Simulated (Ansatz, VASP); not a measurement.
## One calculation of TaN, two programs

Contents of POSCAR:

```
TaN
1.0
    0.0000000000      2.1790000000      2.1790000000
    2.1790000000      0.0000000000      2.1790000000
    2.1790000000      2.1790000000      0.0000000000
Ta N
1 1
Direct
    0.5000000000      0.5000000000      0.5000000000
   -0.0200780174     -0.0200780174      0.0200780174
```

The input INCAR.step1:

```
PREC = Accurate
ENCUT = 770
ISMEAR = 0
SIGMA = 0.15
LREAL = False
LASPH = True
NELM = 120
NBANDS = 16
GGA = PE
ALGO = Normal
EDIFF = 1E-5
LWAVE = True
LCHARG = False
GGA_COMPAT = False
```

Contents of INCAR.step2:

```
PREC = Accurate
ENCUT = 770
EDIFF = 1E-6
ISMEAR = 0
SIGMA = 0.15
LREAL = False
LASPH = True
NELM = 120
ALGO = Normal
ISIF = 2
LWAVE = False
LCHARG = False
METAGGA = R2SCAN
LMIXTAU = True
NBANDS = 16
ISTART = 1
GGA_COMPAT = False
```

KPOINTS

```
regular mesh
0
Gamma
  18 18 18
```

Input for Ansatz:

```yaml
crystal:
  lattice:
    - [0.0, 2.179, 2.179]
    - [2.179, 0.0, 2.179]
    - [2.179, 2.179, 0.0]
  atoms:
    - { symbol: Ta, position: [0.5, 0.5, 0.5] }
    - { symbol: "N", position: [-0.0200780174, -0.0200780174, 0.0200780174] }
basis:
  ecutwfc: 500
kpoints:
  mp_grid: { grid: [18, 18, 18] }
hamiltonian:
  xc: r2scan
scf:
  occupations: { method: gaussian, width: 0.15 }
output:
  forces: true
  stress: true
  eigenvalues: true
```

Change from the starting cell: all N atoms moved +0.087 Å, as atom 2 towards its neighbour atom 1 (Ta) at 2.179 Å.

Alike in both runs: task single point; functional r2SCAN; k mesh 18 × 18 × 18; occupations gaussian, width 0.15 eV; no spin polarisation.

```csv
,VASP,Ansatz
version,VASP 6.6.1,Ansatz 0.2.0
potentials or method,"VASP PAW PBE potentials, release 64 (Ta_sv_GW, N), cutoff 770 eV","scalar-relativistic, plane waves, PAW"
valence electrons in the cell,18,18
```

Ansatz gave:

| Item | Value |
| --- | --- |
| gap on the k mesh at the Fermi level (eV) | none |
| pressure (GPa) | 11.2 |
| traceless stress, the component that is largest in VASP (GPa) | 2.71 |
| rms of the force components (eV/Å) | 0.470 |

What did VASP give for the same quantities?

gap on the k mesh at the Fermi level (eV): none; pressure (GPa): 11.3; traceless stress, the component that is largest in VASP (GPa): 2.76; rms of the force components (eV/Å): 0.476.

VASP's potentials were made for PBE, not for r2SCAN. Atom by atom the forces differ by 0.006 eV/Å (rms over components). A gap of «none» marks a metal or a gap that the smearing closes.

Neither program's run includes spin-orbit coupling.
